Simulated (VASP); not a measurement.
Runs of VASP 6.6.1 on K2S. The structure is that of space group Fm-3m (No. 225), or close to it. The cells are those of the table. 

```tsv
task	cell	k mesh	smearing	gap on the mesh (eV)	pressure (GPa)
single point	a = 4.736 Å, angles 60.0°, 3 atoms	6 × 6 × 6	gaussian 0.01 eV	(b)	(c)
single point	a = 4.943 Å, angles 60.0°, 3 atoms	6 × 6 × 6	gaussian 0.01 eV	(a)	4.1
relaxation of cell and atoms	relaxed to 10 GPa from a = 5.187 Å, angles 60.0°, 3 atoms	6 × 6 × 6	gaussian 0.01 eV	3.00	10.0
single point	a = 5.187 Å, angles 60.0°, 3 atoms	10 × 10 × 10	fermi-dirac 0.1 eV	2.35	0.1
relaxation of cell and atoms	relaxed to 4 GPa from a = 5.187 Å, angles 60.0°, 3 atoms	6 × 6 × 6	gaussian 0.01 eV	2.69	4.0
relaxation of cell and atoms	relaxed to 15 GPa from a = 5.187 Å, angles 60.0°, 3 atoms	6 × 6 × 6	gaussian 0.01 eV	3.17	15.0
relaxation of cell and atoms	relaxed to 1 GPa from a = 5.187 Å, angles 60.0°, 3 atoms	6 × 6 × 6	gaussian 0.01 eV	2.45	1.0
```

Alike in all rows: level PBEsol; potentials or basis VASP PAW PBE potentials, release 64 (K_sv, S); no spin polarisation; cutoff (eV) 500.

Task: Estimate the missing entries.

Result: (a) 2.70; (b) 3.01; (c) 10.2.

Caveats: the PAW data sets were made with another functional, which shifts forces and pressure a little; the cell is relaxed towards a set pressure, so the run minimises the enthalpy, not the energy (at least some runs); the cell stands under pressure (at least some runs).

A k mesh can miss the band edges.
